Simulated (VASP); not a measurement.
**Si: single point with PBE+D3(BJ)**

Si:

```xyz
4
Lattice="3.8313 0.0000 0.0000 -1.9157 3.3180 0.0000 0.0000 0.0000 6.3326" Properties=species:S:1:pos:R:3 pbc="T T T"
Si    0.0000    2.2120    0.3990
Si    1.9157    1.1060    3.5653
Si    0.0000    2.2120    2.7673
Si    1.9157    1.1060    5.9336
```

This isn't the form of Si at room conditions, which is diamond.

| Item | Value |
| --- | --- |
| Program | VASP 6.6.1 |
| Task | single point |
| Functional | PBE |
| Dispersion | D3(BJ) |
| Potentials or basis | VASP PAW PBE potentials, release 64 (Si) |
| Cutoff | 500 eV |
| k mesh | 6 × 6 × 4 |
| Occupations | gaussian, width 0.1 eV |
| Spin | no spin polarisation |

| Property | Result |
| --- | --- |
| Pressure | -1.0 GPa |
| Largest force | 0.012 eV/Å |
| Band gap on the k mesh | 0.42 eV (least direct gap 1.03 eV) |
| Dispersion energy per atom | -0.312 eV |

Forces on the atoms (eV/Å):
```
Si   0.000  0.000 -0.012
Si   0.000  0.000 -0.012
Si   0.000  0.000  0.012
Si   0.000  0.000  0.012
```

Stress tensor (GPa, compression positive):
```
-0.97  0.00  0.00
 0.00 -0.97  0.00
 0.00  0.00 -1.12
```

Levels at points of the mesh, in eV from the valence-band top:
```tsv
k point	band 5	band 6	band 7	band 8	band 9	band 10	band 11	band 12
(0.00, 0.00, 0.00)	-1.52	-0.35	0.00	0.00	1.03	2.00	2.00	2.34
(0.50, 0.00, 0.00)	-4.66	-3.05	-2.98	-1.44	0.42	2.34	2.99	3.11
(0.00, 0.00, 0.50)	-0.93	-0.93	-0.93	-0.93	1.81	1.81	2.98	2.98
(0.50, 0.00, 0.50)	-2.45	-2.45	-2.42	-2.42	0.92	0.92	1.66	1.66
```

It took 15 s on 1 thread of Intel(R) Xeon(R) Platinum 8488C (Sapphire Rapids) (shared host), peak memory 0.19 GiB.

A k mesh can miss the band edges.
